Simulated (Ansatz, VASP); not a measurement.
**Two plane-wave programs on Ge**

File INCAR:

```
SYSTEM = Ge
PREC = Accurate ; ENCUT = 520
EDIFF = 1E-6 ; ISMEAR = 0
SIGMA = 0.03 ; LREAL = .FALSE.
LASPH = .TRUE. ; NELM = 80
ALGO = Normal ; ISIF = 2
LWAVE = .FALSE. ; LCHARG = .FALSE.
GGA = PE ; NBANDS = 21
```

File KPOINTS:

```
regular mesh
0
G
  11 11 11
  0 0 0
```

File POSCAR:

```
Ge
1.0
   -2.5744897190      2.5744897190      1.3974126432
    2.5744897190     -2.5744897190      1.3974126432
    2.5744897190      2.5744897190     -1.3974126432
Ge
2
Direct
    0.5000000000      0.5000000000      0.0000000000
    0.2500000000      0.7500000000      0.5000000000
```

File input.yaml:

```yaml
crystal:
  lattice:
    - [-2.574489719, 2.574489719, 1.3974126432]
    - [2.574489719, -2.574489719, 1.3974126432]
    - [2.574489719, 2.574489719, -1.3974126432]
  atoms:
    - { symbol: Ge, position: [0.5, 0.5, 0.0] }
    - { symbol: Ge, position: [0.25, 0.75, 0.5] }
hamiltonian:
  xc: pbe
  pseudopotentials: { kind: paw }
kpoints:
  mp_grid: { grid: [11, 11, 11] }
scf:
  occupations: { method: gaussian, width: 0.03 }
output:
  forces: true
  stress: true
  eigenvalues: true
```

Alike in both runs: task single point; functional PBE; k mesh 11 × 11 × 11; occupations gaussian, width 0.03 eV; no spin polarisation.

|  | VASP | Ansatz |
| --- | --- | --- |
| version | VASP 6.6.1 | Ansatz 0.2.0 |
| potentials or method | VASP PAW PBE potentials, release 64 (Ge_d) | Ansatz PAW |
| plane-wave cutoff (eV) | 520 | 420 |
| valence electrons in the cell | 28 | 28 |

|  | VASP | Ansatz | Ansatz less VASP |
| --- | --- | --- | --- |
| gap on the k mesh at the Fermi level (eV) | none | none | - |
| pressure (GPa) | 3.1 | 3.2 | +0.11 |
| traceless stress, the component that is largest in VASP (GPa) | 0.25 | 0.24 | -0.010 |

A gap of «none» marks a metal or a gap that the smearing closes.
